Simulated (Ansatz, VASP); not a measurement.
Two plane-wave programs on Si

POSCAR

```
Si
1.0
   -1.7174807157      1.7174807157      1.1847545694
    1.7174807157     -1.7174807157      1.1847545694
    1.7174807157      1.7174807157     -1.1847545694
Si
1
Direct
    0.0000000000      0.0000000000      0.0000000000
```

File INCAR.step1:

```
SYSTEM = Si
  PREC = Accurate
  ENCUT = 520
  ISMEAR = 0
  SIGMA = 0.15
  LREAL = .False.
  LASPH = .True.
  NELM = 80
  NBANDS = 8
  GGA = PE
  ALGO = Normal
  EDIFF = 1E-4
  LWAVE = .True.
  LCHARG = .False.
```

Contents of INCAR.step2:

```
SYSTEM = Si
  PREC = Accurate
  ENCUT = 520
  EDIFF = 1E-7
  ISMEAR = 0
  SIGMA = 0.15
  LREAL = .False.
  LASPH = .True.
  NELM = 80
  ALGO = Normal
  ISIF = 2
  LWAVE = .False.
  LCHARG = .False.
  METAGGA = R2SCAN
  LMIXTAU = .True.
  NBANDS = 8
  ISTART = 1
```

KPOINTS

```
Automatic mesh
0
Gamma
  26 26 26
  0 0 0
```

Input for Ansatz:

```yaml
crystal:
  lattice:
    - [-1.7174807157, 1.7174807157, 1.1847545694]
    - [1.7174807157, -1.7174807157, 1.1847545694]
    - [1.7174807157, 1.7174807157, -1.1847545694]
  atoms:
    - { symbol: Si, position: [0.0, 0.0, 0.0] }
basis:
  ecutwfc: 500
kpoints:
  mp_grid: { grid: [26, 26, 26] }
hamiltonian:
  xc: r2scan
scf:
  occupations: { method: gaussian, width: 0.15 }
output:
  forces: true
  stress: true
  eigenvalues: true
```

Alike in both runs: task single point; functional r2SCAN; k mesh 26 × 26 × 26; occupations gaussian, width 0.15 eV; no spin polarisation.

|  | VASP | Ansatz |
| --- | --- | --- |
| version | VASP 6.6.1 | Ansatz 0.2.0 |
| potentials or method | VASP PAW PBE potentials, release 64 (Si), cutoff 520 eV | scalar-relativistic, plane waves, PAW |
| valence electrons in the cell | 4 | 4 |

Ansatz gave:

* gap on the k mesh at the Fermi level (eV): none
* pressure (GPa): 4.7
* traceless stress, the component that is largest in VASP (GPa): 11.22

Problem. Estimate VASP's values.

Solution. gap on the k mesh at the Fermi level (eV): none; pressure (GPa): 4.7; traceless stress, the component that is largest in VASP (GPa): 11.06.

VASP's potentials were made for PBE, not for r2SCAN. A gap of «none» marks a metal or a gap that the smearing closes. The functional is the same, so the differences come from potentials, cutoffs and numerics.
